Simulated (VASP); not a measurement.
Mg2Ge3N:

```
Mg Ge N
1.0
     5.40548    0.00000    0.00000
    -2.70274    4.68128    0.00000
     0.00000    0.00000    4.05943
Mg Ge N
2 3 1
Direct
  0.33333 0.66667 0.00000
  0.66667 0.33333 0.00000
  0.50000 0.00000 0.50000
  0.00000 0.50000 0.50000
  0.50000 0.50000 0.50000
  0.00000 0.00000 0.00000
```

The cell was built from a structure type or drawn by symmetry, and may not be a known phase.

```yaml
Program: VASP 6.6.1
Task: relaxation of cell and atoms
Functional: PBE
Potentials_or_basis: VASP PAW PBE potentials, release 64 (Mg, Ge_d, N)
Cutoff: 600 eV
k_mesh: 6 × 6 × 4
Occupations: gaussian, width 0.1 eV
Spin: no spin polarisation
```

At the start: pressure 12.0 GPa; volume 17.12 Å³/atom.

Q: Where does the relaxation end?

A: Over 9 steps the energy falls by 240.6 meV/atom and the volume is 19.40 Å³/atom (+13.3 %); space group P6/mmm (No. 191, to 0.1 Å) before and after.

Step by step:
| step | energy change (eV) | largest force (eV/Å) | pressure (GPa) | volume (Å³) |
| --- | --- | --- | --- | --- |
| 1 | 0.0000 | 0.0000 | 12.05 | 102.72 |
| 2 | -1.1070 | 0.0000 | -2.33 | 122.62 |
| 3 | -1.1071 | 0.0000 | -2.74 | 123.64 |
| 4 | -1.2991 | 0.0000 | -1.63 | 119.60 |
| 5 | -1.4062 | 0.0000 | 0.35 | 114.82 |
| 6 | -1.4147 | 0.0000 | 1.48 | 112.79 |
| 7 | -1.4413 | 0.0000 | 0.21 | 115.39 |
| 8 | -1.4436 | 0.0000 | -0.28 | 116.47 |
| 9 | -1.4436 | 0.0000 | -0.21 | 116.40 |

Final structure:
```
CELL_PARAMETERS angstrom
5.12607 0.00000 0.00000
-2.56303 4.43930 0.00000
0.00000 0.00000 5.11498
ATOMIC_POSITIONS crystal
Mg 0.33333 0.66667 0.00000
Mg 0.66667 0.33333 0.00000
Ge 0.50000 0.00000 0.50000
Ge 0.00000 0.50000 0.50000
Ge 0.50000 0.50000 0.50000
N 0.00000 0.00000 0.00000
```

Caveat: the k points lie up to 0.31 Å⁻¹ apart in the final cell, too coarse for converged energies and pressures of a metal; a cell axis changed by over 15 % at a fixed basis, so the end point is rough.
